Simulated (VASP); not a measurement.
**AlNi: single point with PBEsol**

Crystal: AlNi.

```xyz
2
Lattice="2.8611 0.0000 0.0000 0.0000 2.8611 0.0000 0.0000 0.0000 2.8611" Properties=species:S:1:pos:R:3 pbc="T T T"
Ni    1.4306    1.4306    1.4306
Al    0.0000    0.0000    0.0000
```

- Program: VASP 6.6.1
- Task: single point
- Functional: PBEsol
- Potentials or basis: VASP PAW PBE potentials, release 64 (Ni, Al)
- Cutoff: 520 eV
- k mesh: 9 × 9 × 9
- Occupations: fermi-dirac, width 0.05 eV
- Spin: collinear spin, ferromagnetic start
- Starting moments: [1.0, 0.0] μB

* Pressure: 0.2 GPa
* Net moment: 0.00 μB per cell
* Valence electrons inside the program's atomic spheres: Ni 9.51; Al 0.81

Levels at points of the mesh, in eV from the Fermi level:
Spin up:
```tsv
k point	band 2	band 3	band 4	band 5	band 6	band 7	band 8	band 9	band 10	band 11
(0.00, 0.00, 0.00)	-3.36	-3.36	-1.61	-1.61	-1.61	5.58	5.58	5.58	8.20	8.20
```
Spin down:
```tsv
k point	band 2	band 3	band 4	band 5	band 6	band 7	band 8	band 9	band 10	band 11
(0.00, 0.00, 0.00)	-3.36	-3.36	-1.61	-1.61	-1.61	5.58	5.58	5.58	8.20	8.20
```

Wall time 68 s on 1 thread of AMD EPYC 7R13 (shared host), peak memory 0.13 GiB.

Caveat: the PAW data sets were made with another functional, which shifts forces and pressure a little.
